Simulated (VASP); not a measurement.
Here is a VASP 6.6.1 calculation.

The input INCAR:

```
  ALGO = Normal
  EDIFF = 1E-6
  ENCUT = 520
  GGA = RE
  ISIF = 2
  ISMEAR = -1
  LASPH = T
  LCHARG = T
  LELF = T
  LREAL = F
  LVHAR = T
  LWAVE = F
  NBANDS = 11
  NELM = 80
  PREC = Accurate
  SIGMA = 0.1
```

The input KPOINTS:

```
k-points
0
Gamma
  14 14 14
```

POSCAR

```
Hf
1.0
   -1.7871701070      1.7871701070      1.7871701070
    1.7871701070     -1.7871701070      1.7871701070
    1.7871701070      1.7871701070     -1.7871701070
Hf
1
Direct
    0.0000000000      0.0000000000      0.0000000000
```

Potentials or basis: VASP PAW PBE potentials, release 64 (Hf_pv).

Run with:

```console
$ cat potpaw_PBE.64/Hf_pv/POTCAR > POTCAR
$ mpirun -np 1 vasp_std > vasp.out
```

Q: What does it give for the band gap on the k mesh?

A: Zero (band 5 reaches 6.05 eV, above the bottom of band 6 at 3.76 eV).

Q: What does it give for the pressure?

A: -0.4 GPa.

Caveat: the PAW data sets were made with another functional, which shifts forces and pressure a little; spin-orbit coupling is left out, which moves the levels of the heavy elements.
